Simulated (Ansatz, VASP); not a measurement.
Ti3Ge8Mo: VASP beside Ansatz

```
Ti Ge Mo
1.0
     2.50938   -4.41125    0.00000
     2.50938    4.41125    0.00000
     0.00000    0.00000    8.63934
Ti Ge Mo
3 8 1
Direct
  0.50000 0.50000 0.50000
  0.00000 0.50000 0.25095
  0.50000 0.00000 0.74905
  0.50000 0.50000 0.83281
  0.00000 0.00000 0.33232
  0.00000 0.50000 0.91157
  0.50000 0.00000 0.41578
  0.00000 0.50000 0.58422
  0.50000 0.00000 0.08843
  0.50000 0.50000 0.16719
  0.00000 0.00000 0.66768
  0.00000 0.00000 0.00000
```

Alike in both runs: task single point; functional PBE; k mesh 4 × 4 × 2; occupations gaussian, width 0.1 eV; no spin polarisation.

|  | VASP | Ansatz |
| --- | --- | --- |
| version | VASP 6.6.1 | Ansatz 0.2.0 |
| potentials or method | VASP PAW PBE potentials, release 64 (Ti_sv, Ge_d, Mo_sv), cutoff 520 eV | scalar-relativistic, plane waves, PAW |
| valence electrons in the cell | 162 | 162 |

```tsv
	VASP	Ansatz	Ansatz less VASP
gap on the k mesh at the Fermi level (eV)	none	none	-
pressure (GPa)	0.0	-0.1	-0.11
traceless stress, the component that is largest in VASP (GPa)	0.53	0.56	+0.028
rms of the force components (eV/Å)	0.018	0.018	-0.0001
```

Atom by atom the forces differ by 0.001 eV/Å (rms over components). A gap of «none» marks a metal or a gap that the smearing closes.

The k mesh is coarse, so the values compare programs but aren't converged.
